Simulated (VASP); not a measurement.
# CuO2 (Pmmm) in VASP: notebook

Runs on CuO2. Level: PBEsol. Tasks: single point.

Program: VASP 6.6.1. These are calculated values, not measurements. Logs are shortened: lines on timing, memory, paths and dates and some standing lists are left out, and cuts for length are marked.

**1. The cell of the first run**

It takes space group Pmmm (No. 47, orthorhombic). Conventional cell: a = 2.252 Å, b = 6.468 Å, c = 7.124 Å, α = 90.00°, β = 90.00°, γ = 90.00°. Within 3.0 Å of Cu (site symmetry mmm) lie 2 Cu at 2.25 Å and 2 O at 2.95 Å. O (site symmetry mm2) has 1 O at 1.22 Å within 1.6 Å.

**2. Single point, PBEsol**

INCAR

```
SYSTEM = CuO2
PREC     = Accurate       ! precision mode
ENCUT    = 600            ! plane-wave cutoff, eV
EDIFF    = 1E-6           ! SCF threshold, eV
ISMEAR   = 0              ! smearing method
SIGMA    = 0.1            ! smearing width, eV
LREAL    = .FALSE.        ! projectors in reciprocal space
LASPH    = .TRUE.         ! aspherical terms in the spheres
NELM     = 120            ! most SCF steps
ALGO     = Normal         ! electronic algorithm
ISIF     = 2              ! what is computed and relaxed
LWAVE    = .FALSE.        ! write WAVECAR
LCHARG   = .TRUE.         ! write CHGCAR
GGA      = PS             ! functional
LELF     = .TRUE.         ! ELF
LVHAR    = .TRUE.       
NBANDS   = 18             ! bands
GGA_COMPAT= .FALSE.
```

KPOINTS

```
Automatic mesh
0
G
  18 8 6
  0 0 0
```

POSCAR

```
CuO2
1.0
    2.2518820729      0.0000000000      0.0000000000
    0.0000000000      6.4676631313      0.0000000000
    0.0000000000      0.0000000000      7.1236124105
Cu O
1 2
Direct
    0.0000000000      0.5000000000      0.0000000000
    0.0000000000      0.5000000000      0.4147189782
    0.0000000000      0.5000000000      0.5852810218
```

Potentials or basis: VASP PAW PBE potentials, release 64 (Cu, O).

Launch:

```console
$ cat potpaw_PBE.64/Cu/POTCAR potpaw_PBE.64/O/POTCAR > POTCAR
$ mpirun -np 1 vasp_std > vasp.out
```

OUTCAR:

```text
SYSTEM = CuO2
   PREC = Accurate
   ENCUT = 600
   EDIFF = 1E-6
   ISMEAR = 0
   LREAL = .FALSE.
   LASPH = .TRUE.
   NELM = 120
   ISIF = 2
   GGA = PS

 ion  position               nearest neighbor table
   1  0.000  0.500  0.000-
   2  0.000  0.500  0.415-   3 1.22
   3  0.000  0.500  0.585-   2 1.22

  LATTYP: Found a simple orthorhombic cell.
 ALAT       =     2.2518820729
 B/A-ratio  =     2.8721144900
 C/A-ratio  =     3.1634038462

  Lattice vectors:

 A1 = (   2.2518820729,   0.0000000000,   0.0000000000)
 A2 = (   0.0000000000,   6.4676631313,   0.0000000000)
 A3 = (   0.0000000000,   0.0000000000,   7.1236124105)

Analysis of symmetry for initial positions (statically):
=====================================================================
 Subroutine PRICEL returns:
 Original cell was already a primitive cell.

 Routine SETGRP: Setting up the symmetry group for a
 simple orthorhombic supercell.

 Subroutine GETGRP returns: Found  8 space group operations
 (whereof  8 operations were pure point group operations)
 out of a pool of  8 trial point group operations.

The static configuration has the point symmetry D_2h.

Analysis of symmetry for dynamics (positions and initial velocities):
=====================================================================
 Subroutine PRICEL returns:
 Original cell was already a primitive cell.

 Routine SETGRP: Setting up the symmetry group for a
 simple orthorhombic supercell.

 Subroutine GETGRP returns: Found  8 space group operations
 (whereof  8 operations were pure point group operations)
 out of a pool of  8 trial point group operations.

The dynamic configuration has the point symmetry D_2h.

 Subroutine INISYM returns: Found  8 space group operations
 (whereof  8 operations are pure point group operations),
 and found     1 'primitive' translations

----------------------------------------------------------------------------------------

                                     Primitive cell

  volume of cell :     103.7512

  direct lattice vectors                    reciprocal lattice vectors
     2.251882073  0.000000000  0.000000000     0.444072988  0.000000000  0.000000000
     0.000000000  6.467663131  0.000000000     0.000000000  0.154615350  0.000000000
     0.000000000  0.000000000  7.123612410     0.000000000  0.000000000  0.140378216

  length of vectors
     2.251882073  6.467663131  7.123612410     0.444072988  0.154615350  0.140378216

  position of ions in fractional coordinates (direct lattice)
     0.000000000  0.500000000  0.000000000
     0.000000000  0.500000000  0.414718978
     0.000000000  0.500000000  0.585281022

  ion indices of the primitive-cell ions
   primitive index   ion index
                 1           1
                 2           2
                 3           3

----------------------------------------------------------------------------------------

 KPOINTS: Automatic mesh

Automatic generation of k-mesh.
 Grid dimensions read from file:
 generate k-points for:   18    8    6

 Generating k-lattice:

  Cartesian coordinates                     Fractional coordinates (reciprocal lattice)
     0.024670722  0.000000000  0.000000000     0.055555556  0.000000000  0.000000000
     0.000000000  0.019326919  0.000000000     0.000000000  0.125000000  0.000000000
     0.000000000  0.000000000  0.023396369     0.000000000  0.000000000  0.166666667

  Length of vectors
     0.024670722  0.019326919  0.023396369

  Shift w.r.t. Gamma in fractional coordinates (k-lattice)
     0.000000000  0.000000000  0.000000000

 Subroutine IBZKPT returns following result:
 ===========================================

 Found    200 irreducible k-points:

 Following reciprocal coordinates:
            Coordinates               Weight
  0.000000  0.000000  0.000000      1.000000
  0.055556  0.000000  0.000000      2.000000
  0.111111  0.000000  0.000000      2.000000
  0.166667  0.000000  0.000000      2.000000
  0.222222  0.000000  0.000000      2.000000
  0.277778  0.000000  0.000000      2.000000
[... 16 lines left out ...]
  0.111111  0.250000  0.000000      4.000000
  0.166667  0.250000  0.000000      4.000000
 [... further k-points ...]
   k-points           NKPTS =    200   k-points in BZ     NKDIM =    200   number of bands    NBANDS=     18
   number of dos      NEDOS =    301   number of ions     NIONS =      3
   total plane-waves  NPLWV =  58320
   dimension x,y,z NGX =    18 NGY =   54 NGZ =   60
   dimension x,y,z NGXF=    36 NGYF=  108 NGZF=  120
   ions per type =               1   2
   NGX,Y,Z   is equivalent  to a cutoff of  13.29, 13.88, 14.00 a.u.
   NGXF,Y,Z  is equivalent  to a cutoff of  26.58, 27.76, 28.00 a.u.
 SYSTEM =  CuO2
   PREC   = accura    normal or accurate (medium, high low for compatibility)
   ISTART =      0    job   : 0-new  1-cont  2-samecut
   ICHARG =      2    charge: 1-file 2-atom 10-const
   ISPIN  =      1    spin polarized calculation?
   LNONCOLLINEAR =      F non collinear calculations
   LSORBIT =      F    spin-orbit coupling
   LASPH  =      T    aspherical Exc in radial PAW
   ENCUT  =  600.0 eV  44.10 Ry    6.64 a.u.   4.50 12.92 14.23*2*pi/ulx,y,z
   NELM   =    120;   NELMIN=  2; NELMDL= -5     # of ELM steps
   EDIFF  = 0.1E-05   stopping-criterion for ELM
   LREAL  =      F    real-space projection
   EDIFFG = 0.1E-04   stopping-criterion for IOM
   NSW    =      0    number of steps for IOM
   IBRION =     -1    ionic relax: 0-MD 1-quasi-New 2-CG
   NFREE  =      0    steps in history (QN), initial steepest desc. (CG)
   ISIF   =      2    stress and relaxation
   ISYM   =      2    0-nonsym 1-usesym 2-fastsym
   POTIM  = 0.5000    time-step for ionic-motion
   TEBEG  =    0.0;   TEEND  =   0.0 temperature during run
   PSTRESS=    0.0 pullay stress
   NELECT =      23.0000    total number of electrons
   NUPDOWN=      -1.0000    fix difference up-down
   EMIN   =  10.00;   EMAX   =-10.00  energy-range for DOS
   EFERMI =   0.00;   METHOD = LEGACY
   ISMEAR =     0;   SIGMA  =   0.10  broadening in eV -4-tet -1-fermi 0-gaus
   EFERMI_NEDOS =   21; number of points for ismear=-14 and -15
   IALGO  =     38    algorithm
   IMIX   =      4    mixing-type and parameters
     AMIX     =   0.40;   BMIX     =  1.00
     AMIX_MAG =   1.60;   BMIX_MAG =  1.00
  volume/ion in A,a.u.               =      34.58       233.38
  Fermi-wavevector in a.u.,A,eV,Ry     =   0.990801  1.872342 13.356651  0.981686
  Thomas-Fermi vector in A             =   2.122497
   LORBIT       =      0    0 simple, 1 ext, 2 COOP (PROOUT), +10 PAW based schemes
   GGA     = PS    functional components
   LHFCALC =     F    Hartree Fock is set to
   AEXX    =    0.0000 exact exchange contribution
   IVDW    =     0    specifies the selected vdW correction
   LEPSILON=     F    determine dielectric tensor
   LRPA    =     F    only Hartree local field effects (RPA)
 non-spin polarized calculation
 Gauss-broadening in eV      SIGMA  =   0.10
  energy-cutoff  :      600.00
  volume of cell :      103.75
 maximum number of plane-waves:      3504
 NGX is ok and might be reduce to    18
   NGX =  9   NGY = 25   NGZ = 29

 number of electron      22.9999991 magnetization

 Free energy of the ion-electron system (eV)
  ---------------------------------------------------
  ext. energy  EPLUGINS =         0.00000000
  ---------------------------------------------------
  free energy    TOTEN  =       -12.00694142 eV

  energy without entropy =      -11.99017161  energy(sigma->0) =      -11.99855651

 E-fermi :  -2.7898     XC(G=0):  -5.2082

 val. band max:       -2.7902824920   @ k =   0.2778   0.0000   0.5000
 cond. band min:      -2.7832166480   @ k =   0.2778   0.5000   0.3333
 fundamental gap:      0.0070658440
 Fermi energy:        -2.7897795397

 k-point     1 :       0.0000    0.0000    0.0000
  band No.  band energies     occupation
      1     -29.9851      2.00000
      2     -17.4551      2.00000
      3     -10.8396      2.00000
      4     -10.2807      2.00000
      5      -6.9863      2.00000
      6      -6.1943      2.00000
[... 10 lines left out ...]
     17       4.9324      0.00000
     18       5.7476      0.00000

 k-point     2 :       0.0556    0.0000    0.0000
  band No.  band energies     occupation
      1     -29.9562      2.00000
      2     -17.4170      2.00000
      3     -10.8231      2.00000
      4     -10.2491      2.00000
      5      -7.1464      2.00000
      6      -6.0864      2.00000
[... 10 lines left out ...]
     17       5.0210      0.00000
     18       5.8368      0.00000

 k-point     3 :       0.1111    0.0000    0.0000
  band No.  band energies     occupation
      1     -29.8718      2.00000
      2     -17.3051      2.00000
      3     -10.7801      2.00000
      4     -10.1570      2.00000
      5      -7.5875      2.00000
      6      -5.7683      2.00000
[... 10 lines left out ...]
     17       5.2858      0.00000
     18       6.1002      0.00000

 k-point     4 :       0.1667    0.0000    0.0000
  band No.  band energies     occupation
      1     -29.7396      2.00000
      2     -17.1272      2.00000
      3     -10.7324      2.00000
      4     -10.0129      2.00000
      5      -8.2070      2.00000
      6      -5.2607      2.00000
[... 10 lines left out ...]
     17       5.7243      0.00000
     18       6.5224      0.00000

 k-point     5 :       0.2222    0.0000    0.0000
  band No.  band energies     occupation
      1     -29.5718      2.00000
      2     -16.8971      2.00000
      3     -10.7320      2.00000
      4      -9.8307      2.00000
      5      -8.8581      2.00000
      6      -4.6148      2.00000
[... 10 lines left out ...]
     17       6.3339      0.00000
     18       7.0679      0.00000

 k-point     6 :       0.2778    0.0000    0.0000
  band No.  band energies     occupation
      1     -29.3859      2.00000
      2     -16.6356      2.00000
      3     -10.8827      2.00000
      4      -9.6296      2.00000
      5      -9.3513      2.00000
      6      -4.0674      2.00000
[... 10 lines left out ...]
     17       7.1091      0.00000
     18       7.6569      0.00000

 k-point     7 :       0.3333    0.0000    0.0000
  band No.  band energies     occupation
      1     -29.2034      2.00000
      2     -16.3712      2.00000
      3     -11.2396      2.00000
      4      -9.5637      2.00000
      5      -9.4334      2.00000
      6      -4.3533      2.00000
[... 10 lines left out ...]
     17       8.0052      0.00000
     18       8.1729      0.00000

 k-point     8 :       0.3889    0.0000    0.0000
  band No.  band energies     occupation
      1     -29.0487      2.00000
      2     -16.1398      2.00000
      3     -11.6490      2.00000
      4      -9.5976      2.00000
      5      -9.2678      2.00000
      6      -4.6256      2.00000
[... 10 lines left out ...]
     17       7.6049      0.00000
     18       8.6000      0.00000
[... 229 lines left out ...]
     17       8.4076      0.00000
     18       9.1124      0.00000

 k-point    20 :       0.5000    0.1250    0.0000
  band No.  band energies     occupation
      1     -28.9074      2.00000
      2     -15.9221      2.00000
      3     -12.0522      2.00000
      4      -9.5712      2.00000
      5      -9.1176      2.00000
      6      -4.9570      2.00000
[... 10 lines left out ...]
     17       8.6892      0.00000
     18       9.7800      0.00000

 k-point    21 :       0.0000    0.2500    0.0000
  band No.  band energies     occupation
      1     -29.9850      2.00000
      2     -17.4550      2.00000
      3     -10.8391      2.00000
      4     -10.2820      2.00000
      5      -6.9863      2.00000
      6      -6.1915      2.00000
[... 10 lines left out ...]
     17       5.0747      0.00000
     18       5.4441      0.00000

 k-point    22 :       0.0556    0.2500    0.0000
  band No.  band energies     occupation
      1     -29.9561      2.00000
      2     -17.4169      2.00000
      3     -10.8228      2.00000
      4     -10.2504      2.00000
      5      -7.1464      2.00000
      6      -6.0836      2.00000
[... 10 lines left out ...]
     17       5.1588      0.00000
     18       5.5273      0.00000

 k-point    23 :       0.1111    0.2500    0.0000
  band No.  band energies     occupation
      1     -29.8719      2.00000
      2     -17.3051      2.00000
      3     -10.7798      2.00000
      4     -10.1582      2.00000
      5      -7.5875      2.00000
      6      -5.7657      2.00000
[... 10 lines left out ...]
     17       5.4104      0.00000
     18       5.7746      0.00000

 k-point    24 :       0.1667    0.2500    0.0000
  band No.  band energies     occupation
      1     -29.7396      2.00000
      2     -17.1272      2.00000
      3     -10.7322      2.00000
      4     -10.0139      2.00000
      5      -8.2070      2.00000
      6      -5.2586      2.00000
[... 10 lines left out ...]
     17       5.8276      0.00000
     18       6.1803      0.00000

 [... further k-points ...]

------------------------ aborting loop because EDIFF is reached ----------------------------------------

  FORCE on cell =-STRESS in cart. coord.  units (eV):
  Direction    XX          YY          ZZ          XY          YZ          ZX
  --------------------------------------------------------------------------------------
  -------------------------------------------------------------------------------------
  Total        0.0959442     -0.0086474      1.5367779     -0.0000000      0.0000000      0.0000000
  in kB        1.4816177     -0.1335370     23.7316738     -0.0000000      0.0000000      0.0000000
  external PRESSURE =       8.3599182 kB  Pullay stress =       0.0000000 kB

 VOLUME and BASIS-vectors are now :
 -----------------------------------------------------------------------------
  energy-cutoff  :      600.00
  volume of cell :      103.75
      direct lattice vectors                 reciprocal lattice vectors
     2.251882073  0.000000000  0.000000000     0.444072988  0.000000000  0.000000000
     0.000000000  6.467663131  0.000000000     0.000000000  0.154615350  0.000000000
     0.000000000  0.000000000  7.123612410     0.000000000  0.000000000  0.140378216

 POSITION                                       TOTAL-FORCE (eV/Angst)
 -----------------------------------------------------------------------------------
      0.00000      3.23383      0.00000         0.000000      0.000000      0.000000
      0.00000      3.23383      2.95430         0.000000      0.000000     -1.325126
      0.00000      3.23383      4.16932        -0.000000      0.000000      1.325126
 -----------------------------------------------------------------------------------
    total drift:                               -0.000000      0.000000     -0.000000

  FREE ENERGIE OF THE ION-ELECTRON SYSTEM (eV)
  ---------------------------------------------------
  free  energy   TOTEN  =       -12.0069414191 eV

  energy  without entropy=      -11.9901716102  energy(sigma->0) =      -11.99855651
```

It took 14 min on 1 thread of AMD EPYC 9755, shared host; peak memory 0.51 GiB.

Results:

```yaml
Free_energy: -12.0069 eV
Pressure: 0.8 GPa
Largest_force: 1.325 eV/Å
Band_gap_on_the_k_mesh: zero (an odd number of electrons rules out a gap without spin polarisation)
```

Forces in eV/Å, atoms in the order of the input:
```
Cu   0.000  0.000  0.000
O    0.000  0.000 -1.325
O    0.000  0.000  1.325
```

Stress tensor (GPa, compression positive):
```
 0.15  0.00  0.00
 0.00 -0.01  0.00
 0.00  0.00  2.37
```

Caveat: the standard files for N, O and F lose accuracy on very short bonds; the PAW data sets were made with another functional, which shifts forces and pressure a little; an odd number of electrons without spin polarisation forces a metal; a magnetic or distorted state may lie lower; semilocal functionals often make such compounds metallic where correlation or magnetic order opens a gap, which also shifts bond lengths.

**3. Single point, PBEsol, collinear spin, ferromagnetic start**

This run uses another cell than the first one.

INCAR

```
SYSTEM = CuO2
PREC = Accurate
ENCUT = 600
EDIFF = 1E-6
ISMEAR = 0
SIGMA = 0.1
LREAL = .False.
LASPH = .True.
NELM = 200
ALGO = Normal
ISIF = 2
LWAVE = .False.
LCHARG = .True.
ISPIN = 2
MAGMOM = 0 1 1
LORBIT = 11
LMAXMIX = 4
GGA = PS
LELF = .True.
LVHAR = .True.
NBANDS = 22
GGA_COMPAT = .False.
```

KPOINTS

```
regular mesh
0
Gamma
  8 4 4
  0 0 0
```

POSCAR

```
CuO2
1.0
    2.4212910000      0.0000000000      0.0000000000
    0.0000000000      6.4459520000      0.0000000000
    0.0000000000      0.0000000000      7.0670430000
Cu O
1 2
Direct
    0.0000000000      0.5000000000      0.0000000000
    0.0000000000      0.5000000000      0.4124350000
    0.0000000000      0.5000000000      0.5875650000
```

Potentials or basis: VASP PAW PBE potentials, release 64 (Cu, O).

Launch:

```console
$ cat potpaw_PBE.64/Cu/POTCAR potpaw_PBE.64/O/POTCAR > POTCAR
$ mpirun -np 1 vasp_std > vasp.out
```

It took 5.6 min on 1 thread of AMD EPYC 9755, shared host; peak memory 0.37 GiB.

Results (log left out):

| Quantity | Value |
| --- | --- |
| Free energy | -12.1069 eV |
| Pressure | -1.1 GPa |
| Largest force | 0.191 eV/Å |
| Net moment | 1.08 μB per cell |
| Site moments | Cu -0.02; O +0.46 μB |
| Valence electrons inside the program's atomic spheres | Cu 9.81; O 4.88 |

Forces on the atoms (eV/Å):
```
Cu   0.000  0.000  0.000
O    0.000  0.000  0.191
O    0.000  0.000 -0.191
```

Stress tensor (GPa, compression positive):
```
-2.30  0.00  0.00
 0.00 -0.15  0.00
 0.00  0.00 -0.88
```

Levels at points of the mesh, in eV from the Fermi level:
Spin up:
```
           k point  band 10  band 11  band 12  band 13  band 14  band 15
(0.00, 0.00, 0.00)    -0.57    -0.16    -0.16     0.81     3.47     3.58
(0.50, 0.00, 0.00)    -0.48    -0.47    -0.16     3.79     6.25     7.78
(0.00, 0.50, 0.00)    -0.54    -0.16    -0.16     0.81     2.79     3.56
(0.50, 0.50, 0.00)    -0.48    -0.47    -0.16     3.82     6.35     7.80
(0.00, 0.00, 0.50)    -0.76    -0.16    -0.16     0.81     3.70     4.06
(0.50, 0.00, 0.50)    -0.51    -0.49    -0.20     3.88     5.85     9.42
(0.00, 0.50, 0.50)    -0.76    -0.16    -0.16     0.81     2.97     4.42
(0.50, 0.50, 0.50)    -0.51    -0.49    -0.19     3.91     5.92     9.01
```
Spin down:
| k point | band 8 | band 9 | band 10 | band 11 | band 12 | band 13 | band 14 | band 15 |
| --- | --- | --- | --- | --- | --- | --- | --- | --- |
| (0.00, 0.00, 0.00) | -0.82 | -0.60 | -0.16 | -0.15 | 0.24 | 1.62 | 3.52 | 3.52 |
| (0.50, 0.00, 0.00) | -1.18 | -0.50 | -0.48 | -0.20 | 0.95 | 3.72 | 6.20 | 8.17 |
| (0.00, 0.50, 0.00) | -0.79 | -0.58 | -0.16 | -0.15 | 0.23 | 1.62 | 2.75 | 3.62 |
| (0.50, 0.50, 0.00) | -1.18 | -0.50 | -0.48 | -0.20 | 0.95 | 3.75 | 6.30 | 8.19 |
| (0.00, 0.00, 0.50) | -0.77 | -0.77 | -0.16 | -0.15 | 0.13 | 1.62 | 3.69 | 4.09 |
| (0.50, 0.00, 0.50) | -1.45 | -0.50 | -0.48 | -0.24 | 0.93 | 3.83 | 5.86 | 9.61 |
| (0.00, 0.50, 0.50) | -0.77 | -0.77 | -0.16 | -0.15 | 0.10 | 1.62 | 2.99 | 4.42 |
| (0.50, 0.50, 0.50) | -1.45 | -0.50 | -0.49 | -0.23 | 0.93 | 3.85 | 5.94 | 8.97 |

Caveat: the standard files for N, O and F lose accuracy on very short bonds; the PAW data sets were made with another functional, which shifts forces and pressure a little; a cell with one magnetic atom can't hold antiferromagnetic order, which such compounds often take; semilocal functionals often make such compounds metallic where correlation or magnetic order opens a gap, which also shifts bond lengths.

The gap in the log of VASP goes by the Fermi energy; the results here count the filled bands.